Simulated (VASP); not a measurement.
Here is a VASP 6.6.1 calculation.

Contents of INCAR:

```
SYSTEM = Be3TeSe2
PREC     = Accurate       ! precision mode
ENCUT    = 520            ! plane-wave cutoff, eV
EDIFF    = 1E-6           ! SCF threshold, eV
ISMEAR   = 0              ! smearing method
SIGMA    = 0.15           ! smearing width, eV
LREAL    = .FALSE.        ! projectors in reciprocal space
LASPH    = .TRUE.         ! aspherical terms in the spheres
NELM     = 100            ! most SCF steps
ALGO     = Normal         ! electronic algorithm
ISIF     = 2              ! what is computed and relaxed
LWAVE    = .FALSE.        ! write WAVECAR
LCHARG   = .FALSE.        ! write CHGCAR
GGA      = PE             ! functional
NBANDS   = 21             ! bands
```

File KPOINTS:

```
regular mesh
0
G
  5 5 5
  0 0 0
```

POSCAR

```
Be3TeSe2
1.0
   -1.8972499669      1.8972499669      7.9654990989
    1.8972499669     -1.8972499669      7.9654990989
    1.8972499669      1.8972499669     -7.9654990989
Be Te Se
3 1 2
Direct
    0.7500000000      0.2500000000      0.5000000000
    0.0930740126      0.5930740126      0.5000000000
    0.4069259874      0.9069259874      0.5000000000
    0.0000000000      0.0000000000      0.0000000000
    0.6715368384      0.6715368384      0.0000000000
    0.3284631616      0.3284631616      0.0000000000
```

Potentials or basis: VASP PAW PBE potentials, release 64 (Be, Te, Se).

Launch:

```sh
$ cat potpaw_PBE.64/Be/POTCAR potpaw_PBE.64/Te/POTCAR potpaw_PBE.64/Se/POTCAR > POTCAR
$ mpirun -np 1 vasp_std > vasp.out
```

**Question.** Estimate the pressure.

**Answer.** 0.1 GPa.

**Question.** Estimate the band gap on the k mesh.

**Answer.** 2.17 eV, indirect (least direct gap 2.47 eV).

**Question.** What does it give for the largest force?

**Answer.** 0.037 eV/Å.

Forces on the atoms (eV/Å):
```
Be   0.000  0.000  0.000
Be   0.000  0.000 -0.037
Be   0.000  0.000  0.037
Te   0.000  0.000  0.000
Se   0.000  0.000 -0.037
Se   0.000  0.000  0.037
```

Caveat: the k points lie up to 0.47 Å⁻¹ apart; spin-orbit coupling is left out, which moves the levels of the heavy elements. A k mesh can miss the band edges.
